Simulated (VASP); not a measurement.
# Si in VASP: a series of runs

Si is run at these levels: PBE+D3(BJ); tasks: single point.

All numbers are computed with VASP 6.6.1; they aren't measurements. Logs are shortened: lines on timing, memory, paths and dates and some standing lists are left out, and cuts for length are marked.

## (1) The cell of the first run

The cell holds a slab with vacuum, 4 atoms: a = 3.847 Å, b = 3.847 Å, c = 18.445 Å, α = 90.00°, β = 90.00°, γ = 120.00°.

## (2) Single point, PBE+D3(BJ)

INCAR reads:

```
PREC = Accurate
ENCUT = 520
EDIFF = 1E-6
ISMEAR = 0
SIGMA = 0.1
LREAL = False
LASPH = True
NELM = 100
ALGO = Normal
ISIF = 2
LWAVE = False
LCHARG = False
LDIPOL = True
IDIPOL = 3
DIPOL = 0.5 0.5 0.379
GGA = PE
IVDW = 12
NBANDS = 16
```

KPOINTS reads:

```
regular mesh
0
Gamma
  9 9 1
```

POSCAR reads:

```
Si
1.0
    3.8472023583      0.0000000000      0.0000000000
   -1.9236011791      3.3317749758      0.0000000000
    0.0000000000      0.0000000000     18.4446971457
Si
4
Direct
    0.3333333333      0.6666666667      0.2695814701
    0.6666666667      0.3333333333      0.2439725610
    0.1111111111      0.8888888889      0.5131392004
    0.4444444444      0.5555555556      0.4875302913
```

Potentials or basis: VASP PAW PBE potentials, release 64 (Si).

The run is started by

```
> cat potpaw_PBE.64/Si/POTCAR > POTCAR
> mpirun -np 1 vasp_std > vasp.out
```

OUTCAR:

```text
PREC = Accurate
   ENCUT = 520
   EDIFF = 1E-6
   ISMEAR = 0
   LREAL = False
   LASPH = True
   NELM = 100
   ISIF = 2
   GGA = PE
   IVDW = 12
 IVDW          = 12

 ion  position               nearest neighbor table
   1  0.333  0.667  0.270-   2 2.27   2 2.27   2 2.27
   2  0.667  0.333  0.244-   1 2.27   1 2.27   1 2.27
   3  0.111  0.889  0.513-   4 2.27   4 2.27   4 2.27
   4  0.444  0.556  0.488-   3 2.27   3 2.27   3 2.27

  LATTYP: Found a hexagonal cell.
 ALAT       =     3.8472023583
 C/A-ratio  =     4.7943142647

  Lattice vectors:

 A1 = (   3.8472023583,   0.0000000000,   0.0000000000)
 A2 = (  -1.9236011791,   3.3317749758,   0.0000000000)
 A3 = (   0.0000000000,   0.0000000000,  18.4446971457)

Analysis of symmetry for initial positions (statically):
=====================================================================
 Subroutine PRICEL returns:
 Original cell was already a primitive cell.

 Routine SETGRP: Setting up the symmetry group for a
 hexagonal supercell.

 Subroutine GETGRP returns: Found  4 space group operations
 (whereof  2 operations were pure point group operations)
 out of a pool of 24 trial point group operations.

The static configuration has the point symmetry C_1h.
 The point group associated with its full space group is C_2h.

Analysis of symmetry for dynamics (positions and initial velocities):
=====================================================================
 Subroutine PRICEL returns:
 Original cell was already a primitive cell.

 Routine SETGRP: Setting up the symmetry group for a
 hexagonal supercell.

 Subroutine GETGRP returns: Found  4 space group operations
 (whereof  2 operations were pure point group operations)
 out of a pool of 24 trial point group operations.

The dynamic configuration has the point symmetry C_1h.
 The point group associated with its full space group is C_2h.

 Subroutine INISYM returns: Found  4 space group operations
 (whereof  2 operations are pure point group operations),
 and found     1 'primitive' translations

----------------------------------------------------------------------------------------

                                     Primitive cell

  volume of cell :     236.4244

  direct lattice vectors                    reciprocal lattice vectors
     3.847202358  0.000000000  0.000000000     0.259929140  0.150070159  0.000000000
    -1.923601179  3.331774976  0.000000000     0.000000000  0.300140318  0.000000000
     0.000000000  0.000000000 18.444697146     0.000000000  0.000000000  0.054216125

  length of vectors
     3.847202358  3.847202358 18.444697146     0.300140318  0.300140318  0.054216125

  position of ions in fractional coordinates (direct lattice)
     0.333333333  0.666666667  0.269581470
     0.666666667  0.333333333  0.243972561
     0.111111111  0.888888889  0.513139200
     0.444444444  0.555555556  0.487530291

  ion indices of the primitive-cell ions
   primitive index   ion index
                 1           1
                 2           2
                 3           3
                 4           4

----------------------------------------------------------------------------------------

 KPOINTS: regular mesh

Automatic generation of k-mesh.
 Grid dimensions read from file:
 generate k-points for:    9    9    1

 Generating k-lattice:

  Cartesian coordinates                     Fractional coordinates (reciprocal lattice)
     0.028881016  0.016674462  0.000000000     0.111111111 -0.000000000  0.000000000
     0.000000000  0.033348924  0.000000000     0.000000000  0.111111111  0.000000000
     0.000000000  0.000000000  0.054216125     0.000000000  0.000000000  1.000000000

  Length of vectors
     0.033348924  0.033348924  0.054216125

  Shift w.r.t. Gamma in fractional coordinates (k-lattice)
     0.000000000  0.000000000  0.000000000

 Subroutine IBZKPT returns following result:
 ===========================================

 Found     25 irreducible k-points:

 Following reciprocal coordinates:
            Coordinates               Weight
  0.000000  0.000000  0.000000      1.000000
  0.111111  0.000000  0.000000      4.000000
 -0.111111  0.111111  0.000000      2.000000
  0.222222 -0.000000  0.000000      4.000000
 -0.222222  0.222222  0.000000      2.000000
  0.333333 -0.000000  0.000000      4.000000
[... 16 lines left out ...]
 -0.222222 -0.444444  0.000000      4.000000
  0.444444  0.333333  0.000000      4.000000
   k-points           NKPTS =     25   k-points in BZ     NKDIM =     25   number of bands    NBANDS=     16
   number of dos      NEDOS =    301   number of ions     NIONS =      4
   total plane-waves  NPLWV = 126000
   dimension x,y,z NGX =    30 NGY =   30 NGZ =  140
   dimension x,y,z NGXF=    60 NGYF=   60 NGZF=  280
   ions per type =               4
   NGX,Y,Z   is equivalent  to a cutoff of  12.96, 12.96, 12.62 a.u.
   NGXF,Y,Z  is equivalent  to a cutoff of  25.93, 25.93, 25.24 a.u.
 SYSTEM =  unknown system
   PREC   = accura    normal or accurate (medium, high low for compatibility)
   ISTART =      0    job   : 0-new  1-cont  2-samecut
   ICHARG =      2    charge: 1-file 2-atom 10-const
   ISPIN  =      1    spin polarized calculation?
   LNONCOLLINEAR =      F non collinear calculations
   LSORBIT =      F    spin-orbit coupling
   LASPH  =      T    aspherical Exc in radial PAW
   ENCUT  =  520.0 eV  38.22 Ry    6.18 a.u.   7.15  7.15 34.29*2*pi/ulx,y,z
   NELM   =    100;   NELMIN=  2; NELMDL= -5     # of ELM steps
   EDIFF  = 0.1E-05   stopping-criterion for ELM
   LREAL  =      F    real-space projection
   EDIFFG = 0.1E-04   stopping-criterion for IOM
   NSW    =      0    number of steps for IOM
   IBRION =     -1    ionic relax: 0-MD 1-quasi-New 2-CG
   NFREE  =      0    steps in history (QN), initial steepest desc. (CG)
   ISIF   =      2    stress and relaxation
   ISYM   =      2    0-nonsym 1-usesym 2-fastsym
   POTIM  = 0.5000    time-step for ionic-motion
   TEBEG  =    0.0;   TEEND  =   0.0 temperature during run
   PSTRESS=    0.0 pullay stress
   NELECT =      16.0000    total number of electrons
   NUPDOWN=      -1.0000    fix difference up-down
   EMIN   =  10.00;   EMAX   =-10.00  energy-range for DOS
   EFERMI =   0.00;   METHOD = LEGACY
   ISMEAR =     0;   SIGMA  =   0.10  broadening in eV -4-tet -1-fermi 0-gaus
   EFERMI_NEDOS =   21; number of points for ismear=-14 and -15
   IALGO  =     38    algorithm
   IMIX   =      4    mixing-type and parameters
     AMIX     =   0.40;   BMIX     =  1.00
     AMIX_MAG =   1.60;   BMIX_MAG =  1.00
  volume/ion in A,a.u.               =      59.11       398.87
  Fermi-wavevector in a.u.,A,eV,Ry     =   0.667141  1.260713  6.055636  0.445077
  Thomas-Fermi vector in A             =   1.741657
   LORBIT       =      0    0 simple, 1 ext, 2 COOP (PROOUT), +10 PAW based schemes
   GGA     = PE    functional components
   LHFCALC =     F    Hartree Fock is set to
   AEXX    =    0.0000 exact exchange contribution
   IVDW    =    12    specifies the selected vdW correction
   LEPSILON=     F    determine dielectric tensor
   LRPA    =     F    only Hartree local field effects (RPA)
 non-spin polarized calculation
 Gauss-broadening in eV      SIGMA  =   0.10
  energy-cutoff  :      520.00
  volume of cell :      236.42
 maximum number of plane-waves:      6399
 NGX is ok and might be reduce to    30
   NGX = 15   NGY = 15   NGZ = 69

 dipolmoment           0.000000      0.000000      0.000000 electrons x Angstroem

 number of electron      16.0000001 magnetization

 dipolmoment           0.000000      0.000000     -0.000000 electrons x Angstroem

 Free energy of the ion-electron system (eV)
  ---------------------------------------------------
  ext. energy  EPLUGINS =         0.00000000
  ---------------------------------------------------
  free energy    TOTEN  =       -19.18562749 eV

  energy without entropy =      -19.18456803  energy(sigma->0) =      -19.18509776

 E-fermi :  -1.0102     XC(G=0):  -4.2354

 val. band max:       -1.1085563234   @ k =   0.3333   0.3333   0.0000
 cond. band min:      -0.9118948082   @ k =   0.3333   0.3333   0.0000
 fundamental gap:      0.1966615152
 Fermi energy:        -1.0102255713

 k-point     1 :       0.0000    0.0000    0.0000
  band No.  band energies     occupation
      1     -12.1516      2.00000
      2     -12.0617      2.00000
      3      -4.6117      2.00000
      4      -3.7982      2.00000
      5      -2.2009      2.00000
      6      -2.1904      2.00000
[... 8 lines left out ...]
     15       2.0679      0.00000
     16       2.5299      0.00000

 k-point     2 :       0.1111    0.0000    0.0000
  band No.  band energies     occupation
      1     -12.0059      2.00000
      2     -11.9163      2.00000
      3      -4.5056      2.00000
      4      -3.7490      2.00000
      5      -3.1672      2.00000
      6      -3.1023      2.00000
[... 8 lines left out ...]
     15       2.5682      0.00000
     16       2.6210      0.00000

 k-point     3 :      -0.1111    0.1111    0.0000
  band No.  band energies     occupation
      1     -12.0058      2.00000
      2     -11.9164      2.00000
      3      -4.5050      2.00000
      4      -3.7490      2.00000
      5      -3.1806      2.00000
      6      -3.0885      2.00000
[... 8 lines left out ...]
     15       2.5974      0.00000
     16       2.6248      0.00000

 k-point     4 :       0.2222   -0.0000    0.0000
  band No.  band energies     occupation
      1     -11.5750      2.00000
      2     -11.4862      2.00000
      3      -5.0635      2.00000
      4      -4.9842      2.00000
      5      -3.9067      2.00000
      6      -3.1702      2.00000
[... 8 lines left out ...]
     15       3.8575      0.00000
     16       3.8669      0.00000

 k-point     5 :      -0.2222    0.2222    0.0000
  band No.  band energies     occupation
      1     -11.5743      2.00000
      2     -11.4869      2.00000
      3      -5.0835      2.00000
      4      -4.9621      2.00000
      5      -3.9065      2.00000
      6      -3.1705      2.00000
[... 8 lines left out ...]
     15       3.8287      0.00000
     16       3.9039      0.00000

 k-point     6 :       0.3333   -0.0000    0.0000
  band No.  band energies     occupation
      1     -10.8864      2.00000
      2     -10.7995      2.00000
      3      -6.6647      2.00000
      4      -6.6038      2.00000
      5      -3.3492      2.00000
      6      -3.3330      2.00000
[... 8 lines left out ...]
     15       5.0475      0.00000
     16       5.2384      0.00000
[... 267 lines left out ...]
 k-point    21 :      -0.2222    0.4444    0.0000
  band No.  band energies     occupation
      1     -10.4760      2.00000
      2     -10.3940      2.00000
      3      -7.0466      2.00000
      4      -6.9705      2.00000
      5      -4.5797      2.00000
      6      -4.5389      2.00000
[... 8 lines left out ...]
     15       3.7674      0.00000
     16       3.8040      0.00000

 k-point    22 :       0.3333    0.2222    0.0000
  band No.  band energies     occupation
      1      -9.6561      2.00000
      2      -9.5740      2.00000
      3      -8.0722      2.00000
      4      -8.0576      2.00000
      5      -5.0719      2.00000
      6      -5.0366      2.00000
[... 8 lines left out ...]
     15       4.6971      0.00000
     16       5.1270      0.00000

 k-point    23 :      -0.2222   -0.4444    0.0000
  band No.  band energies     occupation
      1      -9.6537      2.00000
      2      -9.5762      2.00000
      3      -8.0961      2.00000
      4      -8.0340      2.00000
      5      -5.0757      2.00000
      6      -5.0330      2.00000
[... 8 lines left out ...]
     15       4.6779      0.00000
     16       5.1144      0.00000

 k-point    24 :       0.4444    0.3333    0.0000
  band No.  band energies     occupation
      1      -9.6446      2.00000
      2      -9.5853      2.00000
      3      -8.1030      2.00000
      4      -8.0271      2.00000
      5      -5.0763      2.00000
      6      -5.0324      2.00000
[... 8 lines left out ...]
     15       4.7319      0.00000
     16       5.1318      0.00000

 [... further k-points ...]

------------------------ aborting loop because EDIFF is reached ----------------------------------------

 vacuum level on the upper side and lower side of the slab       (xc-potential included)        -0.163        -0.171

 Edisp (eV)   -0.95901

 E8    (eV) :    -0.4066

  FORCE on cell =-STRESS in cart. coord.  units (eV):
  Direction    XX          YY          ZZ          XY          YZ          ZX
  --------------------------------------------------------------------------------------
  -------------------------------------------------------------------------------------
  Total      -0.09253    -0.11012    -0.98573    -0.01523     0.07693    -0.13324
  in kB      -0.62703    -0.74623    -6.67997    -0.10323     0.52132    -0.90295
  external pressure =       -2.68 kB  Pullay stress =        0.00 kB

 VOLUME and BASIS-vectors are now :
 -----------------------------------------------------------------------------
  energy-cutoff  :      520.00
  volume of cell :      236.42
      direct lattice vectors                 reciprocal lattice vectors
     3.847202358  0.000000000  0.000000000     0.259929140  0.150070159  0.000000000
    -1.923601179  3.331774976  0.000000000     0.000000000  0.300140318  0.000000000
     0.000000000  0.000000000 18.444697146     0.000000000  0.000000000  0.054216125

 POSITION                                       TOTAL-FORCE (eV/Angst)
 -----------------------------------------------------------------------------------
     -0.00000      2.22118      4.97235         0.023368     -0.013492      0.195229
      1.92360      1.11059      4.50000         0.007862     -0.004539      0.035793
     -1.28240      2.96158      9.46470        -0.007862      0.004539     -0.035793
      0.64120      1.85099      8.99235        -0.023368      0.013492     -0.195229
 -----------------------------------------------------------------------------------
    total drift:                                0.000000      0.000000     -0.000006

  FREE ENERGIE OF THE ION-ELECTRON SYSTEM (eV)
  ---------------------------------------------------
  free  energy   TOTEN  =       -20.1446379504 eV

  energy  without entropy=      -20.1435784926  energy(sigma->0) =      -20.14410822

 vacuum level on the upper side and lower side of the slab         3.500         3.500
```

It took 83 s on 1 thread of Intel Xeon 6975P-C (Granite Rapids), shared host; peak memory 0.36 GiB.

Results:

```yaml
Free_energy: -20.1446 eV
Largest_force: 0.197 eV/Å
Band_gap_on_the_k_mesh: 0.20 eV, direct
Dispersion_energy_per_atom: -0.240 eV
```

Forces on the atoms (eV/Å):
```
Si   0.023 -0.013  0.195
Si   0.008 -0.005  0.036
Si  -0.008  0.005 -0.036
Si  -0.023  0.013 -0.195
```

## (3) Single point, PBE+D3(BJ)

INCAR reads:

```
SYSTEM = Si
PREC = Accurate ; ENCUT = 520
EDIFF = 1E-6 ; ISMEAR = 0
SIGMA = 0.1 ; LREAL = .FALSE.
LASPH = .TRUE. ; NELM = 60
ALGO = Normal ; ISIF = 2
LWAVE = .FALSE. ; LCHARG = .FALSE.
LDIPOL = .TRUE. ; IDIPOL = 3
DIPOL = 0.5 0.5 0.397 ; GGA = PE
IVDW = 12 ; NBANDS = 16
```

KPOINTS reads:

```
Automatic mesh
0
G
  9 9 1
  0 0 0
```

POSCAR: that of step 2 with these lines changed.

```diff
@@ -10,3 +10,3 @@
     0.6666666667      0.3333333333      0.2439725610
-    0.1111111111      0.8888888889      0.5131392004
-    0.4444444444      0.5555555556      0.4875302913
+    0.1111111111      0.8888888889      0.5500061652
+    0.4444444444      0.5555555556      0.5243972561
```

Potentials or basis: VASP PAW PBE potentials, release 64 (Si).

The run is started by

```
> cat potpaw_PBE.64/Si/POTCAR > POTCAR
> mpirun -np 1 vasp_std > vasp.out
```

It took 53 s on 1 thread of Intel Xeon 6975P-C (Granite Rapids), shared host; peak memory 0.36 GiB.

The run converged. Its results:

```
Free energy                : -20.0276 eV
Largest force              : 0.085 eV/Å
Band gap on the k mesh     : 0.08 eV, direct
Dispersion energy per atom : -0.220 eV
```

Forces on the atoms (eV/Å):
```
Si   0.005 -0.003  0.084
Si   0.002 -0.001  0.034
Si  -0.002  0.001 -0.034
Si  -0.005  0.003 -0.084
```

Levels at points of the mesh, in eV from the valence-band top:
```csv
k point,band 5,band 6,band 7,band 8,band 9,band 10,band 11,band 12
"(0.00, 0.00, 0.00)",-1.15,-1.15,-1.15,-1.15,2.09,2.10,2.22,3.07
```

(Continued in part 2 of 2.)
